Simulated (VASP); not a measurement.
Write the native input for VASP 6.6.1 that does the following.

```
Task                   : single point
Functional             : r2SCAN
Potentials or basis    : VASP PAW PBE potentials, release 64 (Ta_pv, N)
Cutoff                 : 520 eV
k mesh                 : 18 × 18 × 16
Occupations            : gaussian, width 0.15 eV
Spin                   : no spin polarisation
Dipole correction      : no
Further INCAR settings : ALGO = Normal; EDIFF = 1e-07; NBANDS = 15
```

TaN:

```
Ta N
1.0
     2.93800    0.00000    0.00000
    -1.46900    2.50622    0.00000
     0.00000    0.00000    2.88300
Ta N
1 1
Direct
  0.33333 0.66667 0.50000
  0.00000 0.00000 0.00000
```

This cell differs from its parent crystal: strain -0.0150 x Voigt [0, 1, 0, 0, 0, 0].

The input as run:

POSCAR

```
TaN
1.0
    2.9379988584      0.0000000000      0.0000000000
   -1.4689994292      2.5062159230      0.0000000000
    0.0000000000      0.0000000000      2.8830000000
Ta N
1 1
Direct
    0.3333333333      0.6666666667      0.5000000000
    0.0000000000      0.0000000000      0.0000000000
```

INCAR.step1

```
  PREC = Accurate
  ENCUT = 520
  ISMEAR = 0
  SIGMA = 0.15
  LREAL = F
  LASPH = T
  NELM = 100
  NBANDS = 15
  GGA = PE
  ALGO = Normal
  EDIFF = 1E-4
  LWAVE = T
  LCHARG = F
```

INCAR.step2

```
  PREC = Accurate
  ENCUT = 520
  EDIFF = 1E-7
  ISMEAR = 0
  SIGMA = 0.15
  LREAL = F
  LASPH = T
  NELM = 100
  ALGO = Normal
  ISIF = 2
  LWAVE = F
  LCHARG = F
  METAGGA = R2SCAN
  LMIXTAU = T
  NBANDS = 15
  ISTART = 1
```

KPOINTS

```
Automatic mesh
0
Gamma
  18 18 16
```

Potentials or basis: VASP PAW PBE potentials, release 64 (Ta_pv, N).

The run is started by

```sh
$ cat potpaw_PBE.64/Ta_pv/POTCAR potpaw_PBE.64/N/POTCAR > POTCAR
$ cp INCAR.step1 INCAR
$ mpirun -np 1 vasp_std > vasp.out
$ cp INCAR.step2 INCAR
$ mpirun -np 1 vasp_std > vasp.out
```

It gave:

- Pressure: 6.9 GPa
- Largest force: 0.029 eV/Å
- Band gap on the k mesh: zero (bands 8 and 9 overlap by 0.43 eV)

Caveat: the cell differs from its parent crystal (strain -0.0150 x Voigt [0, 1, 0, 0, 0, 0]); the stress differs along the axes, from 4 to 12 GPa; the PAW data sets were made with another functional, which shifts forces and pressure a little; spin-orbit coupling is left out, which moves the levels of the heavy elements.

It took 11 min on 1 thread of Intel(R) Xeon(R) Platinum 8259CL CPU @ 2.50GHz (Skylake/Cascade Lake), with other jobs on the host, peak memory 0.37 GiB.
